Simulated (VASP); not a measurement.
Here is a VASP 6.6.1 calculation.

INCAR

```
SYSTEM = CdPbS2
ALGO = Normal
EDIFF = 1E-6
ENCUT = 500
GGA = PS
GGA_COMPAT = .False.
ISIF = 2
ISMEAR = -1
LASPH = .True.
LCHARG = .False.
LREAL = .False.
LWAVE = .False.
NBANDS = 27
NELM = 120
PREC = Accurate
SIGMA = 0.05
```

Contents of KPOINTS:

```
k-points
0
Gamma
  6 6 4
  0 0 0
```

File POSCAR:

```
CdPbS2
1.0
    4.0915810000      0.0000000000      0.0000000000
    0.0000000000      4.0915810000      0.0000000000
    0.0000000000      0.0000000000      5.7944270000
Cd Pb S
1 1 2
Direct
    0.0000000000      0.0000000000      0.0000000000
    0.5000000000      0.5000000000      0.5017257962
    0.0000000000      0.0000000000      0.5000000000
    0.5000000000      0.5000000000      0.0000000000
```

Potentials or basis: VASP PAW PBE potentials, release 64 (Cd, Pb_d, S).

The run is started by

```console
$ cat potpaw_PBE.64/Cd/POTCAR potpaw_PBE.64/Pb_d/POTCAR potpaw_PBE.64/S/POTCAR > POTCAR
$ mpirun -np 1 vasp_std > vasp.out
```

(1) What does it give for the largest force?

(2) Predict the pressure.

Results:

(1) 0.021 eV/Å.

(2) -3.5 GPa.

Caveat: the cell stands under tension; the PAW data sets were made with another functional, which shifts forces and pressure a little.
